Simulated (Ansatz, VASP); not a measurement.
One calculation of AlN, two programs

Contents of INCAR:

```
PREC     = Accurate       # precision mode
ENCUT    = 520            # plane-wave cutoff, eV
EDIFF    = 1E-7           # SCF threshold, eV
ISMEAR   = 0              # smearing method
SIGMA    = 0.01           # smearing width, eV
LREAL    = False          # projectors in reciprocal space
LASPH    = True           # aspherical terms in the spheres
NELM     = 80             # most SCF steps
ALGO     = Normal         # electronic algorithm
ISIF     = 2              # what is computed and relaxed
LWAVE    = False          # write WAVECAR
LCHARG   = True           # write CHGCAR
GGA      = PE             # functional
LELF     = True           # ELF
LVHAR    = True         
NBANDS   = 16             # bands
```

The input KPOINTS:

```
regular mesh
0
Gamma
  12 12 4
```

The input POSCAR:

```
AlN
1.0
    3.2134879994      0.0000000000      0.0000000000
   -1.6067439997      2.7829652545      0.0000000000
    0.0000000000      0.0000000000      5.1417872551
Al N
2 2
Direct
    0.3333333333      0.6666666667      0.0000000000
    0.6666666667      0.3333333333      0.5000000000
    0.3333333333      0.6666666667      0.3800000000
    0.6666666667      0.3333333333      0.8800000000
```

Input for Ansatz:

```yaml
crystal:
  lattice:
    - [3.2134879994156713, 0.0, 0.0]
    - [-1.6067439997078357, 2.7829652544634382, 0.0]
    - [0.0, 0.0, 5.141787255088165]
  atoms:
    - { symbol: Al, position: [0.3333333333333333, 0.6666666666666666, 0.0] }
    - { symbol: Al, position: [0.6666666666666666, 0.3333333333333333, 0.5] }
    - { symbol: "N", position: [0.3333333333333333, 0.6666666666666666, 0.38] }
    - { symbol: "N", position: [0.6666666666666666, 0.3333333333333333, 0.88] }
basis:
  ecutwfc: 500.0
kpoints:
  mp_grid:
    grid: [12, 12, 4]
hamiltonian:
  xc: pbe
scf:
  occupations:
    method: fixed
output:
  stress: true
```

Alike in both runs: task single point; functional PBE; k mesh 12 × 12 × 4; no spin polarisation.

```csv
,VASP,Ansatz
version,VASP 6.6.1,Ansatz 0.2.0
potentials or method,"VASP PAW PBE potentials, release 64 (Al, N), cutoff 520 eV","plane waves, PAW"
occupations,"gaussian, width 0.01 eV",fixed
valence electrons in the cell,16,16
```

Ansatz gave:

| Item | Value |
| --- | --- |
| pressure (GPa) | -12.8 |
| traceless stress, the component that is largest in VASP (GPa) | 1.32 |

Q: What did VASP give for the same quantities?

A: Pressure (GPa): -13.0; traceless stress, the component that is largest in VASP (GPa): 1.36.

Ansatz's warnings: structure snapped to symmetry.
